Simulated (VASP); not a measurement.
Here is a VASP 6.6.1 calculation.

INCAR

```
SYSTEM = Ge
PREC = Accurate ; ENCUT = 520
EDIFF = 1E-6 ; ISMEAR = -1
SIGMA = 0.05 ; LREAL = .False.
LASPH = .True. ; NELM = 60
ALGO = Normal ; ISIF = 2
LWAVE = .False. ; LCHARG = .True.
GGA = PE ; ALDAC = 0.0
AGGAC = 0.0 ; LELF = .True.
LVHAR = .True. ; NBANDS = 21
```

KPOINTS

```
regular mesh
0
Gamma
  8 8 8
  0 0 0
```

The input POSCAR:

```
Ge
1.0
    0.0000000000      2.8099234548      2.8099234548
    2.8099234548      0.0000000000      2.8099234548
    2.8099234548      2.8099234548      0.0000000000
Ge
2
Direct
    0.7500000000      0.7500000000      0.7500000000
    0.5000000000      0.5000000000      0.5000000000
```

Potentials or basis: VASP PAW PBE potentials, release 64 (Ge_d).

The run is started by

```console
$ cat potpaw_PBE.64/Ge_d/POTCAR > POTCAR
$ mpirun -np 1 vasp_std > vasp.out
```

Problem. Predict the band gap on the k mesh.

Solution. 0.08 eV, direct.

Problem. What does it give for the pressure?

Solution. 15.5 GPa.

A k mesh can miss the band edges.
